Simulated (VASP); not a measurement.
A run of VASP 6.6.1 is set up as follows.

INCAR

```
PREC = Accurate
ENCUT = 520
EDIFF = 1E-7
ISMEAR = -1
SIGMA = 0.05
LREAL = False
LASPH = True
NELM = 60
ALGO = Normal
ISIF = 2
LWAVE = False
LCHARG = False
GGA = PE
NBANDS = 19
```

KPOINTS

```
Automatic mesh
0
Gamma
  9 9 5
```

POSCAR

```
Ti
1.0
    2.9500000000      0.0000000000      0.0000000000
   -1.4750000000      2.5547749412      0.0000000000
    0.0000000000      0.0000000000      4.4928000000
Ti
2
Direct
    0.6666666667      0.3333333333      0.7500000000
    0.3333333333      0.6666666667      0.2500000000
```

Potentials or basis: VASP PAW PBE potentials, release 64 (Ti_sv).

Launch:

```console
$ cat potpaw_PBE.64/Ti_sv/POTCAR > POTCAR
$ mpirun -np 1 vasp_std > vasp.out
```

**Question.** What does it give for the band gap on the k mesh?

**Answer.** Zero (band 12 reaches 9.34 eV, above the bottom of band 13 at 8.36 eV).

**Question.** What does it give for the pressure?

**Answer.** 3.0 GPa.

Stress tensor (GPa, compression positive):
```
1.34 0.00 0.00
0.00 1.34 0.00
0.00 0.00 6.24
```
